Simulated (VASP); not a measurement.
# MnAs (F-43m) in VASP: single point with PBE

Aim: the single point of MnAs with PBE.

All numbers are computed with VASP 6.6.1; they aren't measurements. Logs are shortened: lines on timing, memory, paths and dates and some standing lists are left out, and cuts for length are marked.

## 1. The cell of the first run

Symmetry: F-43m, No. 216, cubic system. The conventional cell has a = 5.734 Å, b = 5.734 Å, c = 5.734 Å, α = 90.00°, β = 90.00°, γ = 90.00°. Mn (site symmetry -43m) has 4 As at 2.48 Å within 3.3 Å. Within 3.3 Å of As (site symmetry -43m) lie 4 Mn at 2.48 Å.

## 2. Single point, PBE, collinear spin, ferromagnetic start (23.57 Å³/atom)

INCAR reads:

```
  PREC = Accurate
  ENCUT = 520
  EDIFF = 1E-6
  ISMEAR = 0
  SIGMA = 0.05
  LREAL = F
  LASPH = T
  NELM = 150
  ALGO = Normal
  ISIF = 2
  LWAVE = F
  LCHARG = F
  ISPIN = 2
  MAGMOM = 3.96 0
  LORBIT = 11
  LMAXMIX = 4
  GGA = PE
  NBANDS = 20
```

KPOINTS reads:

```
Automatic mesh
0
Gamma
  12 12 12
```

POSCAR reads:

```
MnAs
1.0
    0.0000000000      2.8671946955      2.8671946955
    2.8671946955      0.0000000000      2.8671946955
    2.8671946955      2.8671946955      0.0000000000
Mn As
1 1
Direct
    0.0000000000      0.0000000000      0.0000000000
    0.2500000000      0.2500000000      0.2500000000
```

Potentials or basis: VASP PAW PBE potentials, release 64 (Mn_pv, As).

Run with:

```sh
$ cat potpaw_PBE.64/Mn_pv/POTCAR potpaw_PBE.64/As/POTCAR > POTCAR
$ mpirun -np 1 vasp_std > vasp.out
```

OUTCAR:

```text
PREC = Accurate
   ENCUT = 520
   EDIFF = 1E-6
   ISMEAR = 0
   LREAL = F
   LASPH = T
   NELM = 150
   ISIF = 2
   ISPIN = 2
   LORBIT = 11
   GGA = PE

 ion  position               nearest neighbor table
   1  0.000  0.000  0.000-   2 2.48   2 2.48   2 2.48   2 2.48
   2  0.250  0.250  0.250-   1 2.48   1 2.48   1 2.48   1 2.48

  LATTYP: Found a face centered cubic cell.
 ALAT       =     5.7343893910

  Lattice vectors:

 A1 = (   0.0000000000,   2.8671946955,   2.8671946955)
 A2 = (   2.8671946955,   0.0000000000,   2.8671946955)
 A3 = (   2.8671946955,   2.8671946955,   0.0000000000)

Analysis of symmetry for initial positions (statically):
=====================================================================
 Subroutine PRICEL returns:
 Original cell was already a primitive cell.

 Routine SETGRP: Setting up the symmetry group for a
 face centered cubic supercell.

 Subroutine GETGRP returns: Found 24 space group operations
 (whereof 24 operations were pure point group operations)
 out of a pool of 48 trial point group operations.

The static configuration has the point symmetry T_d .

Analysis of symmetry for dynamics (positions and initial velocities):
=====================================================================
 Subroutine PRICEL returns:
 Original cell was already a primitive cell.

 Routine SETGRP: Setting up the symmetry group for a
 face centered cubic supercell.

 Subroutine GETGRP returns: Found 24 space group operations
 (whereof 24 operations were pure point group operations)
 out of a pool of 48 trial point group operations.

The dynamic configuration has the point symmetry T_d .

Analysis of structural, dynamic, and magnetic symmetry:
=====================================================================
 Subroutine PRICEL returns:
 Original cell was already a primitive cell.

 Routine SETGRP: Setting up the symmetry group for a
 face centered cubic supercell.

 Subroutine GETGRP returns: Found 24 space group operations
 (whereof 24 operations were pure point group operations)
 out of a pool of 48 trial point group operations.

The overall configuration has the point symmetry T_d .

 Subroutine INISYM returns: Found 24 space group operations
 (whereof 24 operations are pure point group operations),
 and found     1 'primitive' translations

----------------------------------------------------------------------------------------
[... 113 lines left out ...]
     AMIX_MAG =   1.60;   BMIX_MAG =  1.00
  volume/ion in A,a.u.               =      23.57       159.06
  Fermi-wavevector in a.u.,A,eV,Ry     =   1.187677  2.244385 19.192073  1.410578
  Thomas-Fermi vector in A             =   2.323823
   LORBIT       =     11    0 simple, 1 ext, 2 COOP (PROOUT), +10 PAW based schemes
   GGA     = PE    functional components
   LHFCALC =     F    Hartree Fock is set to
   AEXX    =    0.0000 exact exchange contribution
   IVDW    =     0    specifies the selected vdW correction
   LEPSILON=     F    determine dielectric tensor
   LRPA    =     F    only Hartree local field effects (RPA)
 spin polarized calculation
 Gauss-broadening in eV      SIGMA  =   0.05
  energy-cutoff  :      520.00
  volume of cell :       47.14
 maximum number of plane-waves:      1303
   NGX = 15   NGY = 15   NGZ = 15

 number of electron      18.0000015 magnetization       3.9318767

 Free energy of the ion-electron system (eV)
  ---------------------------------------------------
  ext. energy  EPLUGINS =         0.00000000
  ---------------------------------------------------
  free energy    TOTEN  =       -13.30972280 eV

  energy without entropy =      -13.30750913  energy(sigma->0) =      -13.30861597

 E-fermi :   3.5987     XC(G=0):  -9.3937

 val. band max:        3.5984670227   @ k =   0.5000   0.5000   0.0000
 cond. band min:       3.6007113418   @ k =  -0.4167   0.4167   0.0000
 fundamental gap:      0.0022443191
 Fermi energy:         3.5986656350

 spin component 1

 k-point     1 :       0.0000    0.0000    0.0000
  band No.  band energies     occupation
      1     -46.8239      1.00000
      2     -46.8239      1.00000
      3     -46.8239      1.00000
      4      -7.8633      1.00000
      5      -0.2274      1.00000
      6      -0.2274      1.00000
[... 541 lines left out ...]
     19      16.1817      0.00000
     20      19.1734      0.00000

 [... further k-points ...]

 spin component 2

 k-point     1 :       0.0000    0.0000    0.0000
  band No.  band energies     occupation
      1     -42.8044      1.00000
      2     -42.8044      1.00000
      3     -42.8044      1.00000
      4      -7.8495      1.00000
      5       1.6454      1.00000
      6       1.6454      1.00000
[... 541 lines left out ...]
     19      16.8266      0.00000
     20      19.6451      0.00000

 [... further k-points ...]

------------------------ aborting loop because EDIFF is reached ----------------------------------------

  FORCE on cell =-STRESS in cart. coord.  units (eV):
  Direction    XX          YY          ZZ          XY          YZ          ZX
  --------------------------------------------------------------------------------------
  -------------------------------------------------------------------------------------
  Total       -0.2648576     -0.2648576     -0.2648576      0.0000000     -0.0000000      0.0000000
  in kB       -9.0016367     -9.0016367     -9.0016367      0.0000000     -0.0000000      0.0000000
  external PRESSURE =      -9.0016367 kB  Pullay stress =       0.0000000 kB

 VOLUME and BASIS-vectors are now :
 -----------------------------------------------------------------------------
  energy-cutoff  :      520.00
  volume of cell :       47.14
      direct lattice vectors                 reciprocal lattice vectors
     0.000000000  2.867194695  2.867194695    -0.174386483  0.174386483  0.174386483
     2.867194695  0.000000000  2.867194695     0.174386483 -0.174386483  0.174386483
     2.867194695  2.867194695  0.000000000     0.174386483  0.174386483 -0.174386483

 POSITION                                       TOTAL-FORCE (eV/Angst)
 -----------------------------------------------------------------------------------
      0.00000      0.00000      0.00000        -0.000000     -0.000000     -0.000000
      1.43360      1.43360      1.43360         0.000000      0.000000      0.000000
 -----------------------------------------------------------------------------------
    total drift:                               -0.000001     -0.000001     -0.000001

  FREE ENERGIE OF THE ION-ELECTRON SYSTEM (eV)
  ---------------------------------------------------
  free  energy   TOTEN  =       -13.3097228002 eV

  energy  without entropy=      -13.3075091332  energy(sigma->0) =      -13.30861597

 total charge

# of ion       s       p       d       tot
------------------------------------------
    1        0.319   6.214   4.925  11.458
    2        1.228   1.557   0.028   2.813
--------------------------------------------------
tot          1.547   7.771   4.953  14.271

 magnetization (x)

# of ion       s       p       d       tot
------------------------------------------
    1        0.060   0.043   3.707   3.810
    2        0.002  -0.175   0.017  -0.156
--------------------------------------------------
tot          0.061  -0.132   3.724   3.654
```

stdout:

```text
POSCAR found type information on POSCAR MnAs
 POSCAR found :  2 types and       2 ions
 scaLAPACK will be used
 LDA part: xc-table for (Slater+PW92), standard interpolation
 POSCAR, INCAR and KPOINTS ok, starting setup
 FFT: planning ... GRIDC
 FFT: planning ... GRID_SOFT
 FFT: planning ... GRID
 WAVECAR not read
 entering main loop
```

Run time: 3.6 min. Hardware: 1 thread of Intel Xeon 8259CL, shared host; peak memory 0.26 GiB.

What came out:

```yaml
Free_energy: -13.3097 eV
Pressure: -0.9 GPa
Net_moment: 3.93 μB per cell
Site_moments: Mn +3.81; As -0.16 μB
Valence_electrons_inside_the_program's_atomic_spheres: Mn 11.46; As 2.81
```

Levels at points of the mesh, in eV from the Fermi level:
Spin up:
```
           k point  band 9  band 10  band 11  band 12  band 13  band 14
(0.00, 0.00, 0.00)   -2.90     2.36     2.36     2.36     2.76     6.28
(0.50, 0.00, 0.00)   -2.78    -2.45     0.98     0.98     3.98     6.82
(0.50, 0.50, 0.00)   -2.73    -2.21    -0.94    -0.94     3.35     4.70
```
Spin down:
| k point | band 5 | band 6 | band 7 | band 8 | band 9 | band 10 |
| --- | --- | --- | --- | --- | --- | --- |
| (0.00, 0.00, 0.00) | -1.95 | -1.95 | -1.95 | 0.80 | 0.80 | 3.44 |
| (0.50, 0.00, 0.00) | -4.11 | -1.79 | -1.79 | 0.75 | 0.87 | 0.87 |
| (0.50, 0.50, 0.00) | -3.99 | -1.76 | -1.76 | 0.00 | 0.92 | 1.11 |

Caveat: a cell with one magnetic atom can't hold antiferromagnetic order, which such compounds often take.
